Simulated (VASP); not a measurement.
# Zn4Ge (P6/mmm) in VASP: single point with PBE

Aim: the single point of Zn4Ge with PBE.

All numbers are computed with VASP 6.6.1; they aren't measurements. Logs are shortened: lines on timing, memory, paths and dates and some standing lists are left out, and cuts for length are marked.

### 1 The cell of the first run

The structure is hexagonal, space group P6/mmm (No. 191). Conventional cell: a = 4.638 Å, b = 4.638 Å, c = 5.232 Å, α = 90.00°, β = 90.00°, γ = 120.00°. Within 3.5 Å of Zn (site symmetry -6m2) lie 5 Zn at 2.62 to 2.68 Å. Within 3.5 Å of Zn (site symmetry -6m2) lie 5 Zn at 2.62 to 2.68 Å and 3 Ge at 2.68 Å. Ge (site symmetry 6/mmm) has 6 Zn at 2.68 Å within 3.5 Å.

The cell was built from a structure type or drawn by symmetry, and may not be a known phase.

### 2 Single point, PBE

The input, INCAR:

```
PREC = Accurate
ENCUT = 520
EDIFF = 1E-6
ISMEAR = 0
SIGMA = 0.1
LREAL = F
LASPH = T
NELM = 100
ALGO = Fast
ISIF = 2
LWAVE = F
LCHARG = F
GGA = PE
NBANDS = 39
```

The input, KPOINTS:

```
Automatic mesh
0
Gamma
  12 12 8
```

The input, POSCAR:

```
Zn4Ge
1.0
    4.6377407765      0.0000000000      0.0000000000
   -2.3188703883      4.0164013286      0.0000000000
    0.0000000000      0.0000000000      5.2322505081
Zn Ge
4 1
Direct
    0.3333333333      0.6666666667      0.5000000000
    0.6666666667      0.3333333333      0.5000000000
    0.3333333333      0.6666666667      0.0000000000
    0.6666666667      0.3333333333      0.0000000000
    0.0000000000      0.0000000000      0.0000000000
```

Potentials or basis: VASP PAW PBE potentials, release 64 (Zn, Ge_d).

Started as:

```bash
$ cat potpaw_PBE.64/Zn/POTCAR potpaw_PBE.64/Ge_d/POTCAR > POTCAR
$ mpirun -np 1 vasp_std > vasp.out
```

OUTCAR:

```text
PREC = Accurate
   ENCUT = 520
   EDIFF = 1E-6
   ISMEAR = 0
   LREAL = F
   LASPH = T
   NELM = 100
   ISIF = 2
   GGA = PE

 ion  position               nearest neighbor table
   1  0.333  0.667  0.500-   3 2.62   3 2.62   2 2.68   2 2.68   2 2.68
   2  0.667  0.333  0.500-   4 2.62   4 2.62   1 2.68   1 2.68   1 2.68
   3  0.333  0.667  0.000-   1 2.62   1 2.62   4 2.68   4 2.68   5 2.68   5 2.68   5 2.68   4 2.68

   4  0.667  0.333  0.000-   2 2.62   2 2.62   3 2.68   3 2.68   5 2.68   5 2.68   5 2.68   3 2.68

   5  0.000  0.000  0.000-   3 2.68   4 2.68   4 2.68   3 2.68   4 2.68   3 2.68

  LATTYP: Found a hexagonal cell.
 ALAT       =     4.6377407765
 C/A-ratio  =     1.1281895130

  Lattice vectors:

 A1 = (   4.6377407765,   0.0000000000,   0.0000000000)
 A2 = (  -2.3188703883,   4.0164013286,   0.0000000000)
 A3 = (   0.0000000000,   0.0000000000,   5.2322505081)

Analysis of symmetry for initial positions (statically):
=====================================================================
 Subroutine PRICEL returns:
 Original cell was already a primitive cell.

 Routine SETGRP: Setting up the symmetry group for a
 hexagonal supercell.

 Subroutine GETGRP returns: Found 24 space group operations
 (whereof 24 operations were pure point group operations)
 out of a pool of 24 trial point group operations.

The static configuration has the point symmetry D_6h.

Analysis of symmetry for dynamics (positions and initial velocities):
=====================================================================
 Subroutine PRICEL returns:
 Original cell was already a primitive cell.

 Routine SETGRP: Setting up the symmetry group for a
 hexagonal supercell.

 Subroutine GETGRP returns: Found 24 space group operations
 (whereof 24 operations were pure point group operations)
 out of a pool of 24 trial point group operations.

The dynamic configuration has the point symmetry D_6h.

 Subroutine INISYM returns: Found 24 space group operations
 (whereof 24 operations are pure point group operations),
 and found     1 'primitive' translations

----------------------------------------------------------------------------------------

                                     Primitive cell

  volume of cell :      97.4613

  direct lattice vectors                    reciprocal lattice vectors
     4.637740777  0.000000000  0.000000000     0.215622228  0.124489551  0.000000000
    -2.318870388  4.016401329  0.000000000     0.000000000  0.248979103  0.000000000
     0.000000000  0.000000000  5.232250508     0.000000000  0.000000000  0.191122348

  length of vectors
     4.637740777  4.637740777  5.232250508     0.248979103  0.248979103  0.191122348

  position of ions in fractional coordinates (direct lattice)
     0.333333333  0.666666667  0.500000000
     0.666666667  0.333333333  0.500000000
     0.333333333  0.666666667  0.000000000
     0.666666667  0.333333333  0.000000000
     0.000000000  0.000000000  0.000000000

  ion indices of the primitive-cell ions
   primitive index   ion index
                 1           1
                 2           2
                 3           3
                 4           4
                 5           5

----------------------------------------------------------------------------------------

 KPOINTS: Automatic mesh

Automatic generation of k-mesh.
 Grid dimensions read from file:
 generate k-points for:   12   12    8

 Generating k-lattice:

  Cartesian coordinates                     Fractional coordinates (reciprocal lattice)
     0.017968519  0.010374129  0.000000000     0.083333333 -0.000000000  0.000000000
     0.000000000  0.020748259  0.000000000     0.000000000  0.083333333  0.000000000
     0.000000000  0.000000000  0.023890293     0.000000000  0.000000000  0.125000000

  Length of vectors
     0.020748259  0.020748259  0.023890293

  Shift w.r.t. Gamma in fractional coordinates (k-lattice)
     0.000000000  0.000000000  0.000000000

 Subroutine IBZKPT returns following result:
 ===========================================

 Found     95 irreducible k-points:

 Following reciprocal coordinates:
            Coordinates               Weight
  0.000000  0.000000  0.000000      1.000000
  0.083333  0.000000  0.000000      6.000000
  0.166667  0.000000  0.000000      6.000000
  0.250000  0.000000  0.000000      6.000000
  0.333333  0.000000  0.000000      6.000000
  0.416667  0.000000  0.000000      6.000000
[... 16 lines left out ...]
  0.250000  0.000000  0.125000     12.000000
  0.333333  0.000000  0.125000     12.000000
 [... further k-points ...]
   k-points           NKPTS =     95   k-points in BZ     NKDIM =     95   number of bands    NBANDS=     39
   number of dos      NEDOS =    301   number of ions     NIONS =      5
   total plane-waves  NPLWV =  51840
   dimension x,y,z NGX =    36 NGY =   36 NGZ =   40
   dimension x,y,z NGXF=    72 NGYF=   72 NGZF=   80
   ions per type =               4   1
   NGX,Y,Z   is equivalent  to a cutoff of  12.90, 12.90, 12.71 a.u.
   NGXF,Y,Z  is equivalent  to a cutoff of  25.81, 25.81, 25.42 a.u.
 SYSTEM =  unknown system
   PREC   = accura    normal or accurate (medium, high low for compatibility)
   ISTART =      0    job   : 0-new  1-cont  2-samecut
   ICHARG =      2    charge: 1-file 2-atom 10-const
   ISPIN  =      1    spin polarized calculation?
   LNONCOLLINEAR =      F non collinear calculations
   LSORBIT =      F    spin-orbit coupling
   LASPH  =      T    aspherical Exc in radial PAW
   ENCUT  =  520.0 eV  38.22 Ry    6.18 a.u.   8.62  8.62  9.73*2*pi/ulx,y,z
   NELM   =    100;   NELMIN=  2; NELMDL= -5     # of ELM steps
   EDIFF  = 0.1E-05   stopping-criterion for ELM
   LREAL  =      F    real-space projection
   EDIFFG = 0.1E-04   stopping-criterion for IOM
   NSW    =      0    number of steps for IOM
   IBRION =     -1    ionic relax: 0-MD 1-quasi-New 2-CG
   NFREE  =      0    steps in history (QN), initial steepest desc. (CG)
   ISIF   =      2    stress and relaxation
   ISYM   =      2    0-nonsym 1-usesym 2-fastsym
   POTIM  = 0.5000    time-step for ionic-motion
   TEBEG  =    0.0;   TEEND  =   0.0 temperature during run
   PSTRESS=    0.0 pullay stress
   NELECT =      62.0000    total number of electrons
   NUPDOWN=      -1.0000    fix difference up-down
   EMIN   =  10.00;   EMAX   =-10.00  energy-range for DOS
   EFERMI =   0.00;   METHOD = LEGACY
   ISMEAR =     0;   SIGMA  =   0.10  broadening in eV -4-tet -1-fermi 0-gaus
   EFERMI_NEDOS =   21; number of points for ismear=-14 and -15
   IALGO  =     68    algorithm
   IMIX   =      4    mixing-type and parameters
     AMIX     =   0.40;   BMIX     =  1.00
     AMIX_MAG =   1.60;   BMIX_MAG =  1.00
  volume/ion in A,a.u.               =      19.49       131.54
  Fermi-wavevector in a.u.,A,eV,Ry     =   1.407974  2.660685 26.972071  1.982391
  Thomas-Fermi vector in A             =   2.530179
   LORBIT       =      0    0 simple, 1 ext, 2 COOP (PROOUT), +10 PAW based schemes
   GGA     = PE    functional components
   LHFCALC =     F    Hartree Fock is set to
   AEXX    =    0.0000 exact exchange contribution
   IVDW    =     0    specifies the selected vdW correction
   LEPSILON=     F    determine dielectric tensor
   LRPA    =     F    only Hartree local field effects (RPA)
 non-spin polarized calculation
 RMM-DIIS sequential band-by-band and
 Gauss-broadening in eV      SIGMA  =   0.10
  energy-cutoff  :      520.00
  volume of cell :       97.46
 maximum number of plane-waves:      2654
 NGX is ok and might be reduce to    36
   NGX = 17   NGY = 17   NGZ = 19

 number of electron      62.0000019 magnetization

 Free energy of the ion-electron system (eV)
  ---------------------------------------------------
  ext. energy  EPLUGINS =         0.00000000
  ---------------------------------------------------
  free energy    TOTEN  =        -7.45193518 eV

  energy without entropy =       -7.44412442  energy(sigma->0) =       -7.44802980

 E-fermi :   2.4763     XC(G=0): -10.3301

 val. band max:        2.4709529906   @ k =   0.0833   0.0833   0.1250
 cond. band min:       2.5044783193   @ k =   0.3333   0.0833   0.3750
 fundamental gap:      0.0335253287
 Fermi energy:         2.4762929808

 k-point     1 :       0.0000    0.0000    0.0000
  band No.  band energies     occupation
      1     -22.3014      2.00000
      2     -22.2742      2.00000
      3     -22.2742      2.00000
      4     -22.2397      2.00000
      5     -22.2397      2.00000
      6      -8.1503      2.00000
[... 31 lines left out ...]
     38       7.1032      0.00000
     39       9.1457      0.00000

 k-point     2 :       0.0833    0.0000    0.0000
  band No.  band energies     occupation
      1     -22.3013      2.00000
      2     -22.2742      2.00000
      3     -22.2742      2.00000
      4     -22.2397      2.00000
      5     -22.2396      2.00000
      6      -8.0903      2.00000
[... 31 lines left out ...]
     38       6.8936      0.00000
     39       8.9298      0.00000

 k-point     3 :       0.1667    0.0000    0.0000
  band No.  band energies     occupation
      1     -22.3011      2.00000
      2     -22.2743      2.00000
      3     -22.2743      2.00000
      4     -22.2399      2.00000
      5     -22.2394      2.00000
      6      -7.9133      2.00000
[... 31 lines left out ...]
     38       6.5775      0.00000
     39       8.5360      0.00000

 k-point     4 :       0.2500    0.0000    0.0000
  band No.  band energies     occupation
      1     -22.3008      2.00000
      2     -22.2744      2.00000
      3     -22.2743      2.00000
      4     -22.2401      2.00000
      5     -22.2392      2.00000
      6      -7.6317      2.00000
[... 31 lines left out ...]
     38       7.3671      0.00000
     39       8.3647      0.00000
[... 754 lines left out ...]
     38       6.6939      0.00000
     39       8.8869      0.00000

 k-point    23 :       0.2500    0.0000    0.1250
  band No.  band energies     occupation
      1     -22.3008      2.00000
      2     -22.2744      2.00000
      3     -22.2743      2.00000
      4     -22.2401      2.00000
      5     -22.2392      2.00000
      6      -7.6002      2.00000
[... 31 lines left out ...]
     38       7.5257      0.00000
     39       8.7709      0.00000

 k-point    24 :       0.3333    0.0000    0.1250
  band No.  band energies     occupation
      1     -22.3005      2.00000
      2     -22.2745      2.00000
      3     -22.2743      2.00000
      4     -22.2404      2.00000
      5     -22.2389      2.00000
      6      -7.2517      2.00000
[... 31 lines left out ...]
     38       8.2504      0.00000
     39       9.6246      0.00000

 [... further k-points ...]

------------------------ aborting loop because EDIFF is reached ----------------------------------------

  FORCE on cell =-STRESS in cart. coord.  units (eV):
  Direction    XX          YY          ZZ          XY          YZ          ZX
  --------------------------------------------------------------------------------------
  -------------------------------------------------------------------------------------
  Total        0.1152239      0.1152239      0.1080828     -0.0000000      0.0000000      0.0000000
  in kB        1.8941800      1.8941800      1.7767852     -0.0000000      0.0000000      0.0000000
  external PRESSURE =       1.8550484 kB  Pullay stress =       0.0000000 kB

 VOLUME and BASIS-vectors are now :
 -----------------------------------------------------------------------------
  energy-cutoff  :      520.00
  volume of cell :       97.46
      direct lattice vectors                 reciprocal lattice vectors
     4.637740777  0.000000000  0.000000000     0.215622228  0.124489551  0.000000000
    -2.318870388  4.016401329  0.000000000     0.000000000  0.248979103  0.000000000
     0.000000000  0.000000000  5.232250508     0.000000000  0.000000000  0.191122348

 POSITION                                       TOTAL-FORCE (eV/Angst)
 -----------------------------------------------------------------------------------
     -0.00000      2.67760      2.61613        -0.000000     -0.000000     -0.000000
      2.31887      1.33880      2.61613         0.000000      0.000000      0.000000
     -0.00000      2.67760      0.00000         0.000000      0.000000      0.000000
      2.31887      1.33880      0.00000        -0.000000     -0.000000      0.000000
      0.00000      0.00000      0.00000        -0.000000     -0.000000      0.000000
 -----------------------------------------------------------------------------------
    total drift:                                0.000000      0.000000      0.000000

  FREE ENERGIE OF THE ION-ELECTRON SYSTEM (eV)
  ---------------------------------------------------
  free  energy   TOTEN  =        -7.4519351814 eV

  energy  without entropy=       -7.4441244153  energy(sigma->0) =       -7.44802980
```

Run time: 7 min. Hardware: 1 thread of Intel Xeon Platinum 8488C (Sapphire Rapids), shared host; peak memory 0.42 GiB.

What came out:

* Free energy: -7.4519 eV
* Pressure: 0.2 GPa
* Band gap on the k mesh: zero (bands 31 and 32 overlap by 1.67 eV)

Levels at points of the mesh, in eV from the Fermi level:
| k point | band 29 | band 30 | band 31 | band 32 | band 33 | band 34 |
| --- | --- | --- | --- | --- | --- | --- |
| (0.00, 0.00, 0.00) | -0.53 | -0.46 | -0.46 | 0.26 | 0.26 | 0.40 |
| (0.50, 0.00, 0.00) | -3.02 | -1.56 | -0.71 | -0.45 | 0.19 | 2.28 |
| (0.00, 0.00, 0.50) | -0.29 | -0.29 | 1.21 | 1.26 | 1.26 | 1.36 |
| (0.50, 0.00, 0.50) | -3.74 | -2.53 | -1.86 | 0.52 | 0.89 | 4.55 |
